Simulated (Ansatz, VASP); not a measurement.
One calculation of InP, two programs

```
In P
1.0
     0.00000    2.69103    2.69103
     2.69103    0.00000    2.69103
     2.69103    2.69103    0.00000
In P
1 1
Direct
  0.00000 0.00000 0.00000
  0.50000 0.50000 0.50000
```

Alike in both runs: task single point; functional PBEsol; k mesh 8 × 8 × 8; occupations gaussian, width 0.05 eV; no spin polarisation.

|  | VASP | Ansatz |
| --- | --- | --- |
| version | VASP 6.6.1 | Ansatz 0.2.0 |
| potentials or method | VASP PAW PBE potentials, release 64 (In_d, P), cutoff 500 eV | scalar-relativistic, plane waves, PAW |
| valence electrons in the cell | 18 | 18 |

Ansatz gave:

- gap on the k mesh at the Fermi level (eV): none
- pressure (GPa): 3.8

Task: Which values does VASP return?

Result: gap on the k mesh at the Fermi level (eV): none; pressure (GPa): 3.9.

VASP's potentials were made for PBE, not for PBEsol. A gap of «none» marks a metal or a gap that the smearing closes. The functional is the same, so the differences come from potentials, cutoffs and numerics.
